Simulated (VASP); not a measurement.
Write the native input for VASP 6.6.1 that does the following.

- Task: electric field gradients
- Functional: PBEsol
- Potentials or basis: VASP PAW PBE potentials, release 64 (B, P)
- Cutoff: 520 eV
- k mesh: 16 × 16 × 16
- Occupations: methfessel-paxton, width 0.05 eV
- Spin: no spin polarisation
- Dipole correction: no
- Further INCAR settings: ALGO = Normal; EDIFF = 1e-08; NBANDS = 11

The structure of BP (rocksalt type) lies in POSCAR:

```
BP
1.0
    0.0000000000      2.1597997182      2.1597997182
    2.1597997182      0.0000000000      2.1597997182
    2.1597997182      2.1597997182      0.0000000000
B P
1 1
Direct
    0.0000000000      0.0000000000      0.0000000000
    0.5000000000      0.5000000000      0.5000000000
```

The input as run:

INCAR

```
SYSTEM = BP
PREC = Accurate
ENCUT = 520
EDIFF = 1E-8
ISMEAR = 1
SIGMA = 0.05
LREAL = .False.
LASPH = .True.
NELM = 100
ALGO = Normal
ISIF = 2
LWAVE = .False.
LCHARG = .False.
GGA = PS
LEFG = .True.
NBANDS = 11
```

KPOINTS

```
regular mesh
0
Gamma
  16 16 16
  0 0 0
```

Potentials or basis: VASP PAW PBE potentials, release 64 (B, P).

Launch:

```console
$ cat potpaw_PBE.64/B/POTCAR potpaw_PBE.64/P/POTCAR > POTCAR
$ mpirun -np 1 vasp_std > vasp.out
```

Results of the run:

```
Pressure               : -3.5 GPa
Band gap on the k mesh : zero (band 4 reaches 11.01 eV, above the bottom of band 5 at 6.91 eV)
```

Caveat: without QUAD_EFG the Cq values of the log hold for a quadrupole moment of 1 mb, not for the nuclei; the PAW data sets were made with another functional, which shifts forces and pressure a little.

It took 26 s on 1 thread of AMD EPYC 7R13 Processor (Zen 3), with other jobs on the host, peak memory 0.12 GiB.
